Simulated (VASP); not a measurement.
# Cu3N (ae): relaxation of cell and atoms with PBE

Crystal: Cu3N (ae).

```
CELL_PARAMETERS angstrom
3.84262 0.00000 0.00000
0.00000 3.84262 0.00000
0.00000 0.00000 3.84262
ATOMIC_POSITIONS crystal
Cu 0.50000 0.00000 0.00000
Cu 0.00000 0.50000 0.00000
Cu 0.00000 0.00000 0.50000
N 0.00000 0.00000 0.00000
```

```yaml
Program: VASP 6.6.1
Task: relaxation of cell and atoms
Functional: PBE
Potentials_or_basis: VASP PAW PBE potentials, release 64 (Cu, N)
Cutoff: 600 eV
k_mesh: 10 × 10 × 10
Occupations: gaussian, width 0.01 eV
Spin: no spin polarisation
Dipole_correction: no
Further_INCAR_settings: ALGO = Normal; EDIFF = 1e-07; IBRION = 2; EDIFFG = -0.003; NSW = 50; ISIF = 3
```

```
Relaxed volume                         : 14.08 Å³/atom
Relaxed cell                           : a = 3.833 Å, b = 3.833 Å, c = 3.833 Å, α = 90.00°, β = 90.00°, γ = 90.00°
Space group after relaxing (to 0.05 Å) : Pm-3m (No. 221)
Energy gained by relaxing              : 0.3 meV/atom
Ionic steps                            : 3
Pressure after relaxing                : 0.0 GPa
Band gap on the k mesh                 : 0.26 eV, indirect (least direct gap 0.80 eV)
```

Step by step:
| step | energy change (eV) | largest force (eV/Å) | pressure (GPa) | volume (Å³) |
| --- | --- | --- | --- | --- |
| 1 | 0.0000 | 0.0000 | -0.83 | 56.74 |
| 2 | -0.0008 | 0.0000 | 0.39 | 56.14 |
| 3 | -0.0011 | 0.0000 | 0.01 | 56.33 |

Final structure:
```
Cu N
1.0
     3.83329    0.00000    0.00000
     0.00000    3.83329    0.00000
     0.00000    0.00000    3.83329
Cu N
3 1
Direct
  0.50000 0.00000 0.00000
  0.00000 0.50000 0.00000
  0.00000 0.00000 0.50000
  0.00000 0.00000 0.00000
```

Levels at points of the mesh, in eV from the valence-band top:
```csv
k point,band 15,band 16,band 17,band 18,band 19,band 20,band 21,band 22,band 23
"(0.00, 0.00, 0.00)",-2.29,-1.78,-1.78,-1.78,-1.74,0.96,5.23,5.23,6.59
"(0.50, 0.00, 0.00)",-2.28,-2.12,-1.78,-1.37,-1.37,1.53,3.32,6.68,7.18
"(0.50, 0.50, 0.00)",-2.34,-2.09,-1.04,-1.04,-0.66,0.26,3.51,4.80,4.80
"(0.50, 0.50, 0.50)",-1.82,-1.82,0.00,0.00,0.00,0.88,0.88,0.88,6.15
```

It took 97 s on 1 thread of Intel(R) Xeon(R) 6975P-C (Granite Rapids), on a shared host, peak memory 0.22 GiB.

A k mesh can miss the band edges.
